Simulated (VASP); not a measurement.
# CdS (Fm-3m) in VASP: further runs

CdS is run at these levels: r2SCAN; tasks: single point, relaxation of cell and atoms.

Everything below comes from runs of VASP 6.6.1. Logs are shortened: lines on timing, memory, paths and dates and some standing lists are left out, and cuts for length are marked.

### Step 1. The cell of the first run

Symmetry: Fm-3m, No. 225, cubic system. Conventional cell: a = 5.501 Å, b = 5.501 Å, c = 5.501 Å, α = 90.00°, β = 90.00°, γ = 90.00°. Cd (site symmetry m-3m) has 6 S at 2.75 Å within 3.6 Å. Within 3.6 Å of S (site symmetry m-3m) lie 6 Cd at 2.75 Å.

### Step 2. Single point, r2SCAN

POSCAR reads:

```
CdS
1.0
    2.7506813510      2.7506813510      0.0000000000
   -2.7506813510      2.7506813510      0.0000000000
    0.0000000000      2.7506813510      2.7506813510
Cd S
1 1
Direct
    0.0000000000      0.0000000000      0.0000000000
    0.5000000000      0.5000000000      0.0000000000
```

INCAR.step1 reads:

```
  PREC = Accurate
  ENCUT = 520
  ISMEAR = 0
  SIGMA = 0.01
  LREAL = F
  LASPH = T
  NELM = 60
  NBANDS = 16
  GGA = PE
  ALGO = Normal
  EDIFF = 1E-4
  LWAVE = T
  LCHARG = F
```

INCAR.step2 reads:

```
  PREC = Accurate
  ENCUT = 520
  EDIFF = 1E-7
  ISMEAR = 0
  SIGMA = 0.01
  LREAL = F
  LASPH = T
  NELM = 60
  ALGO = Normal
  ISIF = 2
  LWAVE = F
  LCHARG = T
  METAGGA = R2SCAN
  LMIXTAU = T
  LELF = T
  LVHAR = T
  NBANDS = 16
  ISTART = 1
```

KPOINTS reads:

```
regular mesh
0
Gamma
  8 8 8
```

Potentials or basis: VASP PAW PBE potentials, release 64 (Cd, S).

On the command line:

```bash
cat potpaw_PBE.64/Cd/POTCAR potpaw_PBE.64/S/POTCAR > POTCAR
cp INCAR.step1 INCAR
mpirun -np 1 vasp_std > vasp.out
cp INCAR.step2 INCAR
mpirun -np 1 vasp_std > vasp.out
```

OUTCAR:

```text
PREC = Accurate
   ENCUT = 520
   EDIFF = 1E-7
   ISMEAR = 0
   LREAL = F
   LASPH = T
   NELM = 60
   ISIF = 2
   METAGGA = R2SCAN
   ISTART = 1

 ion  position               nearest neighbor table
   1  0.000  0.000  0.000-   2 2.75   2 2.75   2 2.75   2 2.75   2 2.75   2 2.75
   2  0.500  0.500  0.000-   1 2.75   1 2.75   1 2.75   1 2.75   1 2.75   1 2.75

  LATTYP: Found a face centered cubic cell.
 ALAT       =     5.5013627020

  Lattice vectors:

 A1 = (   0.0000000000,   2.7506813510,   2.7506813510)
 A2 = (   2.7506813510,   0.0000000000,   2.7506813510)
 A3 = (   2.7506813510,   2.7506813510,   0.0000000000)

Analysis of symmetry for initial positions (statically):
=====================================================================
 Subroutine PRICEL returns:
 Original cell was already a primitive cell.

 Routine SETGRP: Setting up the symmetry group for a
 face centered cubic supercell.

 Subroutine GETGRP returns: Found 48 space group operations
 (whereof 48 operations were pure point group operations)
 out of a pool of 48 trial point group operations.

The static configuration has the point symmetry O_h .

Analysis of symmetry for dynamics (positions and initial velocities):
=====================================================================
 Subroutine PRICEL returns:
 Original cell was already a primitive cell.

 Routine SETGRP: Setting up the symmetry group for a
 face centered cubic supercell.

 Subroutine GETGRP returns: Found 48 space group operations
 (whereof 48 operations were pure point group operations)
 out of a pool of 48 trial point group operations.

The dynamic configuration has the point symmetry O_h .

 Subroutine INISYM returns: Found 48 space group operations
 (whereof 48 operations are pure point group operations),
 and found     1 'primitive' translations

----------------------------------------------------------------------------------------

                                     Primitive cell

  volume of cell :      41.6247

  direct lattice vectors                    reciprocal lattice vectors
     2.750681351  2.750681351  0.000000000     0.181773145  0.181773145 -0.181773145
    -2.750681351  2.750681351  0.000000000    -0.181773145  0.181773145 -0.181773145
     0.000000000  2.750681351  2.750681351     0.000000000  0.000000000  0.363546290

  length of vectors
     3.890050872  3.890050872  3.890050872     0.314840323  0.314840323  0.363546290
[... 80 lines left out ...]
   NELM   =     60;   NELMIN=  2; NELMDL=  0     # of ELM steps
   EDIFF  = 0.1E-06   stopping-criterion for ELM
   LREAL  =      F    real-space projection
   EDIFFG = 0.1E-05   stopping-criterion for IOM
   NSW    =      0    number of steps for IOM
   IBRION =     -1    ionic relax: 0-MD 1-quasi-New 2-CG
   NFREE  =      0    steps in history (QN), initial steepest desc. (CG)
   ISIF   =      2    stress and relaxation
   ISYM   =      2    0-nonsym 1-usesym 2-fastsym
   POTIM  = 0.5000    time-step for ionic-motion
   TEBEG  =    0.0;   TEEND  =   0.0 temperature during run
   PSTRESS=    0.0 pullay stress
   NELECT =      18.0000    total number of electrons
   NUPDOWN=      -1.0000    fix difference up-down
   EMIN   =  10.00;   EMAX   =-10.00  energy-range for DOS
   EFERMI =   0.00;   METHOD = LEGACY
   ISMEAR =     0;   SIGMA  =   0.01  broadening in eV -4-tet -1-fermi 0-gaus
   EFERMI_NEDOS =   21; number of points for ismear=-14 and -15
   IALGO  =     38    algorithm
   IMIX   =      4    mixing-type and parameters
     AMIX     =   0.40;   BMIX     =  1.00
     AMIX_MAG =   1.60;   BMIX_MAG =  1.00
  volume/ion in A,a.u.               =      20.81       140.45
  Fermi-wavevector in a.u.,A,eV,Ry     =   1.237985  2.339452 20.852382  1.532607
  Thomas-Fermi vector in A             =   2.372529
   LORBIT       =      0    0 simple, 1 ext, 2 COOP (PROOUT), +10 PAW based schemes
   METAGGA = R2SCAN    functional components
   LHFCALC =     F    Hartree Fock is set to
   AEXX    =    0.0000 exact exchange contribution
   IVDW    =     0    specifies the selected vdW correction
   LEPSILON=     F    determine dielectric tensor
   LRPA    =     F    only Hartree local field effects (RPA)
 non-spin polarized calculation
 Gauss-broadening in eV      SIGMA  =   0.01
  energy-cutoff  :      520.00
  volume of cell :       41.62
 maximum number of plane-waves:      1139
 NGX is ok and might be reduce to    30
   NGX = 15   NGY = 15   NGZ = 15

 number of electron      18.0000005 magnetization

 Free energy of the ion-electron system (eV)
  ---------------------------------------------------
  ext. energy  EPLUGINS =         0.00000000
  ---------------------------------------------------
  free energy    TOTEN  =       -29.52058223 eV

  energy without entropy =      -29.52058223  energy(sigma->0) =      -29.52058223

 E-fermi :   2.5329     XC(G=0): -10.8654

 val. band max:        2.4914300535   @ k =   0.5000   0.0000   0.0000
 cond. band min:       3.2256339387   @ k =   0.5000   0.5000   0.0000
 fundamental gap:      0.7342038852
 Fermi energy:         2.5329418971

 k-point     1 :       0.0000    0.0000    0.0000
  band No.  band energies     occupation
      1     -10.6610      2.00000
      2      -5.3162      2.00000
      3      -5.3162      2.00000
      4      -5.3161      2.00000
      5      -5.3155      2.00000
      6      -5.3154      2.00000
[... 433 lines left out ...]
      3      -5.4000      2.00000
      4      -5.3616      2.00000
      5      -5.1151      2.00000
      6      -5.0200      2.00000
[... 8 lines left out ...]
     15      15.4938      0.00000
     16      17.6626      0.00000

 [... further k-points ...]

------------------------ aborting loop because EDIFF is reached ----------------------------------------

  FORCE on cell =-STRESS in cart. coord.  units (eV):
  Direction    XX          YY          ZZ          XY          YZ          ZX
  --------------------------------------------------------------------------------------
  -------------------------------------------------------------------------------------
  Total       -0.4190626     -0.4190626     -0.4190626      0.0000000      0.0000000     -0.0000000
  in kB      -16.1301583    -16.1301583    -16.1301583      0.0000000      0.0000000     -0.0000000
  external PRESSURE =     -16.1301583 kB  Pullay stress =       0.0000000 kB

 VOLUME and BASIS-vectors are now :
 -----------------------------------------------------------------------------
  energy-cutoff  :      520.00
  volume of cell :       41.62
      direct lattice vectors                 reciprocal lattice vectors
     2.750681351  2.750681351  0.000000000     0.181773145  0.181773145 -0.181773145
    -2.750681351  2.750681351  0.000000000    -0.181773145  0.181773145 -0.181773145
     0.000000000  2.750681351  2.750681351     0.000000000  0.000000000  0.363546290

 POSITION                                       TOTAL-FORCE (eV/Angst)
 -----------------------------------------------------------------------------------
      0.00000      0.00000      0.00000         0.000000      0.000000      0.000000
      0.00000      2.75068      0.00000        -0.000000     -0.000000      0.000000
 -----------------------------------------------------------------------------------
    total drift:                               -0.000000     -0.000000      0.000000

  FREE ENERGIE OF THE ION-ELECTRON SYSTEM (eV)
  ---------------------------------------------------
  free  energy   TOTEN  =       -29.5205822328 eV

  energy  without entropy=      -29.5205822328  energy(sigma->0) =      -29.52058223
```

OUTCAR.step1:

```text
PREC = Accurate
   ENCUT = 520
   ISMEAR = 0
   LREAL = F
   LASPH = T
[... 677 lines left out ...]
 -----------------------------------------------------------------------------------
      0.00000      0.00000      0.00000        -0.000000      0.000000      0.000000
      0.00000      2.75068      0.00000         0.000000     -0.000000      0.000000
 -----------------------------------------------------------------------------------
    total drift:                               -0.000000     -0.000000      0.000000

  FREE ENERGIE OF THE ION-ELECTRON SYSTEM (eV)
  ---------------------------------------------------
  free  energy   TOTEN  =        -5.8765371863 eV

  energy  without entropy=       -5.8765371863  energy(sigma->0) =       -5.87653719
```

Run time: 2.1 min. Hardware: 1 thread of Intel Xeon Platinum 8259CL at 2.50GHz (Skylake/Cascade Lake), shared host; peak memory 0.18 GiB.

What came out:

| Property | Result |
| --- | --- |
| Free energy | -29.5206 eV |
| Pressure | -1.6 GPa |
| Band gap on the k mesh | 0.73 eV (least direct gap 2.17 eV) |

Caveat: the PAW data sets were made with another functional, which shifts forces and pressure a little.

### Step 3. Relaxation of cell and atoms, r2SCAN, target pressure -2 GPa, at which the enthalpy is minimised

This run uses another cell than the first one, of 20.28 Å³/atom.

POSCAR reads:

```
CdS
1.0
    2.7268809904      2.7268809904      0.0000000000
   -2.7268809904      2.7268809904      0.0000000000
    0.0000000000      2.7268809904      2.7268809904
Cd S
1 1
Direct
    0.0000000000      0.0000000000      0.0000000000
    0.5000000000      0.5000000000      0.0000000000
```

INCAR.step1 reads:

```
PREC = Accurate
ENCUT = 600
ISMEAR = 0
SIGMA = 0.01
LREAL = False
LASPH = True
NELM = 60
GGA = PE
ALGO = Normal
EDIFF = 1E-4
LWAVE = True
LCHARG = False
```

INCAR.step2 reads:

```
PREC = Accurate
ENCUT = 600
EDIFF = 1E-6
ISMEAR = 0
SIGMA = 0.01
LREAL = False
LASPH = True
NELM = 60
ALGO = Normal
ISIF = 3
LWAVE = False
LCHARG = False
METAGGA = R2SCAN
LMIXTAU = True
IBRION = 2
NSW = 100
EDIFFG = -0.002
PSTRESS = -20.0
ISTART = 1
```

KPOINTS is that of step 2.

Potentials or basis: VASP PAW PBE potentials, release 64 (Cd, S).

On the command line:

```bash
cat potpaw_PBE.64/Cd/POTCAR potpaw_PBE.64/S/POTCAR > POTCAR
cp INCAR.step1 INCAR
mpirun -np 1 vasp_std > vasp.out
cp INCAR.step2 INCAR
mpirun -np 1 vasp_std > vasp.out
```

It took 3.5 min on 1 thread of Intel Xeon Platinum 8259CL at 2.50GHz (Skylake/Cascade Lake), shared host; peak memory 0.2 GiB.

The run converged. Its results:

- Free energy: -29.5181 eV
- Relaxed volume: 20.91 Å³/atom
- Relaxed cell: a = 3.896 Å, b = 3.896 Å, c = 3.896 Å, α = 60.00°, β = 60.00°, γ = 90.00°
- Space group after relaxing (to 0.1 Å): Fm-3m (No. 225)
- Energy change on relaxing (the run minimises the enthalpy): +3.3 meV/atom
- Ionic steps: 3
- Pressure after relaxing: -2.0 GPa
- Band gap on the k mesh: 0.73 eV (least direct gap 2.13 eV)

Step by step:
```csv
step,energy change (eV),largest force (eV/Å),pressure (GPa),volume (Å³)
1,0.0000,0.0000,0.42,40.55
2,0.0152,0.0000,-2.95,42.38
3,0.0065,0.0000,-2.00,41.82
```

Final structure:
```xyz
2
Lattice="2.7550 2.7550 0.0000 -2.7550 2.7550 0.0000 0.0000 2.7550 2.7550" Properties=species:S:1:pos:R:3 pbc="T T T"
Cd    0.0000    0.0000    0.0000
S     0.0000    5.5099    2.7550
```

Levels at points of the mesh, in eV from the valence-band top:
| k point | band 7 | band 8 | band 9 | band 10 | band 11 | band 12 |
| --- | --- | --- | --- | --- | --- | --- |
| (0.00, 0.00, 0.00) | -0.70 | -0.70 | -0.70 | 1.44 | 9.72 | 9.72 |
| (0.50, 0.00, 0.00) | -4.76 | 0.00 | 0.00 | 4.08 | 6.48 | 6.48 |
| (0.50, 0.50, 0.00) | -4.14 | -2.07 | -2.07 | 0.73 | 6.46 | 10.56 |

Caveat: the cell is relaxed towards a set pressure, so the run minimises the enthalpy, not the energy; the PAW data sets were made with another functional, which shifts forces and pressure a little.

### Step 4. Relaxation of cell and atoms, r2SCAN, target pressure 2 GPa, at which the enthalpy is minimised

This run uses another cell than the first one, of 20.28 Å³/atom.

POSCAR is that of step 3.

INCAR.step1 reads:

```
PREC = Accurate
ENCUT = 600
ISMEAR = 0
SIGMA = 0.01
LREAL = F
LASPH = T
NELM = 60
GGA = PE
ALGO = Normal
EDIFF = 1E-4
LWAVE = T
LCHARG = F
```

INCAR.step2 reads:

```
PREC = Accurate
ENCUT = 600
EDIFF = 1E-7
ISMEAR = 0
SIGMA = 0.01
LREAL = F
LASPH = T
NELM = 60
ALGO = Normal
ISIF = 3
LWAVE = F
LCHARG = F
METAGGA = R2SCAN
LMIXTAU = T
IBRION = 2
NSW = 100
EDIFFG = -0.002
PSTRESS = 20.0
ISTART = 1
```

KPOINTS reads:

```
Automatic mesh
0
Gamma
  8 8 8
```

On the command line:

```bash
cat potpaw_PBE.64/Cd/POTCAR potpaw_PBE.64/S/POTCAR > POTCAR
cp INCAR.step1 INCAR
mpirun -np 1 vasp_std > vasp.out
cp INCAR.step2 INCAR
mpirun -np 1 vasp_std > vasp.out
```

Wall time 4.9 min (1 thread of Intel Xeon Platinum 8259CL at 2.50GHz (Skylake/Cascade Lake), shared host); peak memory 0.2 GiB.

The run converged. Its results:

| Quantity | Value |
| --- | --- |
| Free energy | -29.5192 eV |
| Relaxed volume | 19.92 Å³/atom |
| Relaxed cell | a = 3.833 Å, b = 3.833 Å, c = 3.833 Å, α = 60.00°, β = 60.00°, γ = 90.00° |
| Space group after relaxing (to 0.1 Å) | Fm-3m (No. 225) |
| Energy change on relaxing (the run minimises the enthalpy) | +2.7 meV/atom |
| Ionic steps | 3 |
| Pressure after relaxing | 2.0 GPa |
| Band gap on the k mesh | 0.73 eV (least direct gap 2.48 eV) |

The path:
```tsv
step	energy change (eV)	largest force (eV/Å)	pressure (GPa)	volume (Å³)
1	0.0000	0.0000	0.42	40.55
2	0.0123	0.0000	3.04	39.39
3	0.0054	0.0000	2.01	39.83
```

Final structure:
```
Cd S
1.0
     2.71060    2.71060    0.00000
    -2.71060    2.71060    0.00000
     0.00000    2.71060    2.71060
Cd S
1 1
Cartesian
  0.0000 2.7106 2.7106
  0.0000 2.7106 0.0000
```

Levels at points of the mesh, in eV from the valence-band top:
```tsv
k point	band 7	band 8	band 9	band 10	band 11	band 12
(0.00, 0.00, 0.00)	-0.81	-0.81	-0.81	1.68	9.73	9.73
(0.50, 0.00, 0.00)	-5.01	0.00	0.00	4.04	6.45	6.45
(0.50, 0.50, 0.00)	-4.48	-2.28	-2.28	0.73	6.39	10.91
```

Caveat: the cell is relaxed towards a set pressure, so the run minimises the enthalpy, not the energy; the PAW data sets were made with another functional, which shifts forces and pressure a little. A k mesh can miss the band edges.

### Step 5. Relaxation of cell and atoms, r2SCAN, target pressure 4 GPa, at which the enthalpy is minimised

This run uses another cell than the first one, of 20.28 Å³/atom.

POSCAR is that of step 4.

INCAR.step1 reads:

```
ALGO     = Normal         # electronic algorithm
EDIFF    = 1E-4           # SCF threshold, eV
ENCUT    = 600            # plane-wave cutoff, eV
GGA      = PE             # functional
ISMEAR   = 0              # smearing method
LASPH    = True           # aspherical terms in the spheres
LCHARG   = False          # write CHGCAR
LREAL    = False          # projectors in reciprocal space
LWAVE    = True           # write WAVECAR
NELM     = 100            # most SCF steps
PREC     = Accurate       # precision mode
SIGMA    = 0.01           # smearing width, eV
```

INCAR.step2 reads:

```
ALGO     = Normal         # electronic algorithm
EDIFF    = 1E-6           # SCF threshold, eV
EDIFFG   = -0.002         # ionic threshold
ENCUT    = 600            # plane-wave cutoff, eV
IBRION   = 2              # ionic algorithm
ISIF     = 3              # what is computed and relaxed
ISMEAR   = 0              # smearing method
ISTART   = 1            
LASPH    = True           # aspherical terms in the spheres
LCHARG   = False          # write CHGCAR
LMIXTAU  = True         
LREAL    = False          # projectors in reciprocal space
LWAVE    = False          # write WAVECAR
METAGGA  = R2SCAN         # meta-GGA
NELM     = 100            # most SCF steps
NSW      = 100            # ionic steps
PREC     = Accurate       # precision mode
PSTRESS  = 40.0         
SIGMA    = 0.01           # smearing width, eV
```

KPOINTS reads:

```
k-points
0
Gamma
  8 8 8
```

On the command line:

```bash
cat potpaw_PBE.64/Cd/POTCAR potpaw_PBE.64/S/POTCAR > POTCAR
cp INCAR.step1 INCAR
mpirun -np 1 vasp_std > vasp.out
cp INCAR.step2 INCAR
mpirun -np 1 vasp_std > vasp.out
```

Run time: 3.2 min. Hardware: 1 thread of Intel Xeon Platinum 8259CL at 2.50GHz (Skylake/Cascade Lake), shared host; peak memory 0.21 GiB.

Results (log left out):

```
Free energy                                                : -29.5040 eV
Relaxed volume                                             : 19.51 Å³/atom
Relaxed cell                                               : a = 3.807 Å, b = 3.807 Å, c = 3.807 Å, α = 60.00°, β = 60.00°, γ = 90.00°
Space group after relaxing (to 0.1 Å)                      : Fm-3m (No. 225)
Energy change on relaxing (the run minimises the enthalpy) : +10.3 meV/atom
Ionic steps                                                : 3
Pressure after relaxing                                    : 4.0 GPa
Band gap on the k mesh                                     : 0.73 eV (least direct gap 2.64 eV)
```

The path:
```csv
step,energy change (eV),largest force (eV/Å),pressure (GPa),volume (Å³)
1,0.0000,0.0000,0.42,40.55
2,0.0565,0.0000,6.97,37.96
3,0.0206,0.0000,4.00,39.01
```

Final structure:
```
CELL_PARAMETERS angstrom
2.69193 2.69193 0.00000
-2.69193 2.69193 0.00000
0.00000 2.69193 2.69193
ATOMIC_POSITIONS crystal
Cd 0.00000 0.00000 0.00000
S 0.50000 0.50000 0.00000
```

Levels at points of the mesh, in eV from the valence-band top:
```csv
k point,band 7,band 8,band 9,band 10,band 11,band 12
"(0.00, 0.00, 0.00)",-0.86,-0.86,-0.86,1.78,9.74,9.74
"(0.50, 0.00, 0.00)",-5.11,0.00,0.00,4.02,6.43,6.43
"(0.50, 0.50, 0.00)",-4.63,-2.37,-2.37,0.73,6.36,11.06
```

Caveat: the cell is relaxed towards a set pressure, so the run minimises the enthalpy, not the energy; the PAW data sets were made with another functional, which shifts forces and pressure a little.

### Step 6. The runs side by side

```tsv
task	cell	cutoff (eV)	gap on the mesh (eV)	pressure (GPa)
single point	a = 3.890 Å, angles 60.0, 60.0, 90.0°, 2 atoms	520	0.73	-1.6
relaxation of cell and atoms	relaxed to -2 GPa from a = 3.856 Å, angles 60.0, 60.0, 90.0°, 2 atoms	600	0.73	-2.0
relaxation of cell and atoms	relaxed to 2 GPa from a = 3.856 Å, angles 60.0, 60.0, 90.0°, 2 atoms	600	0.73	2.0
relaxation of cell and atoms	relaxed to 4 GPa from a = 3.856 Å, angles 60.0, 60.0, 90.0°, 2 atoms	600	0.73	4.0
```

Alike in all rows: level r2SCAN; potentials or basis VASP PAW PBE potentials, release 64 (Cd, S); no spin polarisation; k mesh 8 × 8 × 8; smearing gaussian 0.01 eV.

Caveats: the PAW data sets were made with another functional, which shifts forces and pressure a little; the cell is relaxed towards a set pressure, so the run minimises the enthalpy, not the energy (at least some runs).

Total energies depend on the potentials used, so only differences within one code and one set of settings carry meaning.
